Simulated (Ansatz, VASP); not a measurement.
# Two plane-wave programs on GaN

```
Ga N
1.0
     0.00000    2.24895    2.24895
     2.24895    0.00000    2.24895
     2.24895    2.24895    0.00000
Ga N
1 1
Direct
  0.00000 0.00000 0.00000
  0.25000 0.25000 0.25000
```

Alike in both runs: task single point; functional HSE06; k mesh 4 × 4 × 4; no spin polarisation.

|  | VASP | Ansatz |
| --- | --- | --- |
| version | VASP 6.6.1 | Ansatz 0.2.0 |
| potentials or method | VASP PAW PBE potentials, release 64 (Ga_d, N) | plane waves |
| plane-wave cutoff (eV) | 520 | 420 |
| occupations | gaussian, width 0.01 eV | fixed |
| valence electrons in the cell | 18 | 18 |

|  | VASP | Ansatz | Ansatz less VASP |
| --- | --- | --- | --- |
| gap on the k mesh at the Fermi level (eV) | 3.06 | 3.03 | -0.021 |
| pressure (GPa) | -0.1 | 0.0 | +0.14 |

Ansatz's warnings: hybrid solves reversed points apart, stress exchange threshold loose, stress scf threshold loose.

The k mesh is coarse, so the values compare programs but aren't converged.
